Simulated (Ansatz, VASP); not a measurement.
# Two plane-wave programs on LiCl

File POSCAR:

```
LiCl
1.0
    0.0000000000      2.5560369926      2.6181486915
    2.5560369926      0.0000000000      2.6181486915
    2.5560369926      2.5560369926      0.0000000000
Li Cl
1 1
Direct
    0.0000000000      0.0000000000      0.0000000000
    0.5000000000      0.5000000000      0.5000000000
```

INCAR.step1

```
PREC = Accurate
ENCUT = 520
ISMEAR = 0
SIGMA = 0.01
LREAL = False
LASPH = True
NELM = 100
NBANDS = 12
GGA = PE
ALGO = Normal
EDIFF = 1E-4
LWAVE = True
LCHARG = False
```

File INCAR.step2:

```
PREC = Accurate
ENCUT = 520
EDIFF = 1E-7
ISMEAR = 0
SIGMA = 0.01
LREAL = False
LASPH = True
NELM = 100
ALGO = Normal
ISIF = 2
LWAVE = False
LCHARG = False
METAGGA = R2SCAN
LMIXTAU = True
NBANDS = 12
ISTART = 1
```

KPOINTS

```
regular mesh
0
Gamma
  8 8 8
```

Input for Ansatz:

```yaml
crystal:
  lattice:
    - [0.0, 2.5560369926, 2.6181486915]
    - [2.5560369926, 0.0, 2.6181486915]
    - [2.5560369926, 2.5560369926, 0.0]
  atoms:
    - { symbol: Li, position: [0.0, 0.0, 0.0] }
    - { symbol: Cl, position: [0.5, 0.5, 0.5] }
kpoints:
  mp_grid: { grid: [8, 8, 8] }
  band_path:
    path:
      - [0.0, 0.0, 0.0]
      - [0.5, 0.0, 0.5]
      - [0.625, 0.25, 0.625]
      - [0.375, 0.375, 0.75]
      - [0.5, 0.5, 0.5]
      - [0.5, 0.25, 0.75]
    npoints: 1
hamiltonian:
  xc: r2scan
scf:
  occupations: { method: fixed }
  n_extra_bands: 4
output:
  forces: true
  stress: true
  eigenvalues: true
```

Change from the starting cell: uniaxial_z strain +2.4%.

Alike in both runs: task single point; functional r2SCAN; k mesh 8 × 8 × 8; no spin polarisation.

|  | VASP | Ansatz |
| --- | --- | --- |
| version | VASP 6.6.1 | Ansatz 0.2.0 |
| potentials or method | VASP PAW PBE potentials, release 64 (Li_sv, Cl) | plane waves, PAW |
| plane-wave cutoff (eV) | 520 | 500 |
| occupations | gaussian, width 0.01 eV | fixed |
| valence electrons in the cell | 10 | 10 |

|  | VASP | Ansatz | Ansatz less VASP |
| --- | --- | --- | --- |
| gap on the k mesh at the Fermi level (eV) | 7.17 | 7.10 | -0.064 |

VASP's potentials were made for PBE, not for r2SCAN.

Noted on VASP's run: the cutoff is short for stress, so the pressure is rough.
